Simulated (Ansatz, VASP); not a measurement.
TePb in VASP and in Ansatz

```xyz
2
Lattice="0.0000 3.1905 3.1905 3.1905 0.0000 3.1905 3.1905 3.1905 0.0000" Properties=species:S:1:pos:R:3 pbc="T T T"
Te    3.1905    3.1905    3.1905
Pb    0.0000    0.0000    0.0000
```

Alike in both runs: functional LDA; k mesh 10 × 10 × 10; occupations gaussian, width 0.02 eV; no spin polarisation.

Ansatz relaxed the structure, and its values are those at the end. VASP's run is a single point on that final structure, the one shown.

```csv
,VASP,Ansatz
version,VASP 6.6.1,Ansatz 0.2.0
potentials or method,"VASP PAW LDA potentials, release 64 (Te, Pb_d), cutoff 500 eV","scalar-relativistic, plane waves, PAW"
valence electrons in the cell,20,30
```

```tsv
	VASP	Ansatz	Ansatz less VASP
gap on the k mesh at the Fermi level (eV)	0.55	0.58	+0.022
least direct gap on the mesh (eV)	0.55	0.58	+0.022
pressure (GPa)	0.1	0.0	-0.07
```

Ansatz warns that its potentials were made for another functional, while VASP's fit it. LDA's correlation is that of Perdew and Zunger in VASP and of Perdew and Wang (1992) in Ansatz. VASP's potentials hold 20 valence electrons a cell and Ansatz's 30, so a difference there can come from the potentials and not from the codes.

Neither program's run includes spin-orbit coupling.
